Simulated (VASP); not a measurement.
Write the native input for VASP 6.6.1 that does the following.

```
Task                   : single point
Functional             : PBE
Potentials or basis    : VASP PAW PBE potentials, release 64 (Al, W_sv, O)
Cutoff                 : 520 eV
k mesh                 : 6 × 6 × 2
Occupations            : gaussian, width 0.1 eV
Spin                   : no spin polarisation
Dipole correction      : no
Further INCAR settings : ALGO = Normal; EDIFF = 1e-06; NBANDS = 28
```

The structure of Al2W2O lies in POSCAR:

```
Al2W2O
1.0
    3.3004121900      0.0000000000      0.0000000000
   -1.6502060900      2.8582408000      0.0000000000
    0.0000000000      0.0000000000      8.1052433500
Al W O
2 2 1
Direct
    0.3333333300      0.6666666700      0.0000000000
    0.6666666700      0.3333333300      0.0000000000
    0.0000000000      0.0000000000      0.7762020700
    0.0000000000      0.0000000000      0.2237979300
    0.0000000000      0.0000000000      0.0000000000
```

One way to write it, as run:

INCAR

```
SYSTEM = Al2W2O
  ALGO = Normal
  EDIFF = 1E-6
  ENCUT = 520
  GGA = PE
  ISIF = 2
  ISMEAR = 0
  LASPH = .True.
  LCHARG = .False.
  LREAL = .False.
  LWAVE = .False.
  NBANDS = 28
  NELM = 100
  PREC = Accurate
  SIGMA = 0.1
```

KPOINTS

```
k-points
0
Gamma
  6 6 2
  0 0 0
```

Potentials or basis: VASP PAW PBE potentials, release 64 (Al, W_sv, O).

Run with:

```console
$ cat potpaw_PBE.64/Al/POTCAR potpaw_PBE.64/W_sv/POTCAR potpaw_PBE.64/O/POTCAR > POTCAR
$ mpirun -np 1 vasp_std > vasp.out
```

It gave:

The pressure is 74.6 GPa and the largest force is 6.590 eV/Å. The band gap on the k mesh is zero (band 20 reaches 8.67 eV, above the bottom of band 21 at 7.84 eV).

Caveat: the k points lie up to 0.39 Å⁻¹ apart; spin-orbit coupling is left out, which moves the levels of the heavy elements; forces of over 1 eV/Å act on the atoms, so gaps and moduli don't describe the material at rest.

Wall time 38 s on 1 thread of Intel(R) Xeon(R) Platinum 8259CL CPU @ 2.50GHz (Skylake/Cascade Lake), on a shared host, peak memory 0.21 GiB.
